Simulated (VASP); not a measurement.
Set up this calculation in VASP 6.6.1, as the native input.

| Quantity | Value |
| --- | --- |
| Task | relaxation of shape and atoms at fixed volume |
| Functional | PBE |
| Potentials or basis | VASP PAW PBE potentials, release 64 (Rh_pv) |
| Cutoff | 600 eV |
| k mesh | 18 × 18 × 18 |
| Occupations | tetrahedron |
| Spin | no spin polarisation |
| Dipole correction | no |
| Further INCAR settings | ALGO = Normal; EDIFF = 1e-06; IBRION = 2; EDIFFG = -0.005; NSW = 50; ISIF = 4 |

The structure of Rh lies in POSCAR:

```
Rh
1.0
   -2.0741389566      2.0741389566      1.1798520338
    2.0741389566     -2.0741389566      1.1798520338
    2.0741389566      2.0741389566     -1.1798520338
Rh
2
Direct
   -0.3750000000     -0.1250000000     -0.2500000000
    0.3750000000      0.1250000000      0.2500000000
```

One way to write it, as run:

INCAR

```
PREC = Accurate ; ENCUT = 600
EDIFF = 1E-6 ; ISMEAR = -5
SIGMA = 0.1 ; LREAL = False
LASPH = True ; NELM = 100
ALGO = Normal ; ISIF = 4
LWAVE = False ; LCHARG = False
GGA = PE ; IBRION = 2
NSW = 50 ; EDIFFG = -0.005
```

KPOINTS

```
Automatic mesh
0
Gamma
  18 18 18
```

Potentials or basis: VASP PAW PBE potentials, release 64 (Rh_pv).

Launch:

```console
$ cat potpaw_PBE.64/Rh_pv/POTCAR > POTCAR
$ mpirun -np 1 vasp_std > vasp.out
```

It gave:

The energy gained by relaxing is 23.1 meV/atom. The ionic steps are 4, the pressure after relaxing is 254.6 GPa and the band gap on the k mesh is zero (band 15 reaches 20.82 eV, above the bottom of band 16 at 16.78 eV).

Caveat: tetrahedron occupations give inexact forces and stress in metals.

It took 24 min on 1 thread of AMD EPYC 7R13 (shared host), peak memory 0.34 GiB.
